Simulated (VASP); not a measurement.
Here is a VASP 6.6.1 calculation.

Contents of INCAR:

```
SYSTEM = LaB6
PREC     = Accurate       ! precision mode
ENCUT    = 520            ! plane-wave cutoff, eV
EDIFF    = 1E-6           ! SCF threshold, eV
ISMEAR   = 0              ! smearing method
SIGMA    = 0.1            ! smearing width, eV
LREAL    = .False.        ! projectors in reciprocal space
LASPH    = .True.         ! aspherical terms in the spheres
NELM     = 100            ! most SCF steps
ALGO     = Normal         ! electronic algorithm
ISIF     = 2              ! what is computed and relaxed
LWAVE    = .False.        ! write WAVECAR
LCHARG   = .False.        ! write CHGCAR
GGA      = PE             ! functional
NBANDS   = 24             ! bands
```

KPOINTS

```
regular mesh
0
Gamma
  10 10 10
  0 0 0
```

File POSCAR:

```
LaB6
1.0
    4.1550229759      0.0000000000      0.0000000000
    0.0000000000      4.1550229759      0.0000000000
    0.0000000000      0.0000000000      4.1550229759
La B
1 6
Direct
    0.0000000000      0.0000000000      0.0000000000
    0.8001645391      0.5000000000      0.5000000000
    0.1998354609      0.5000000000      0.5000000000
    0.5000000000      0.5000000000      0.8001645391
    0.5000000000      0.5000000000      0.1998354609
    0.5000000000      0.1998354609      0.5000000000
    0.5000000000      0.8001645391      0.5000000000
```

Potentials or basis: VASP PAW PBE potentials, release 64 (La, B).

Command:

```bash
$ cat potpaw_PBE.64/La/POTCAR potpaw_PBE.64/B/POTCAR > POTCAR
$ mpirun -np 1 vasp_std > vasp.out
```

(1) What does it give for the pressure?

(2) Predict the band gap on the k mesh.

(3) Estimate the largest force.

Results:

(1) -0.1 GPa.

(2) zero (an odd number of electrons rules out a gap without spin polarisation).

(3) 0.021 eV/Å.

Caveat: spin-orbit coupling is left out, which moves the levels of the heavy elements.
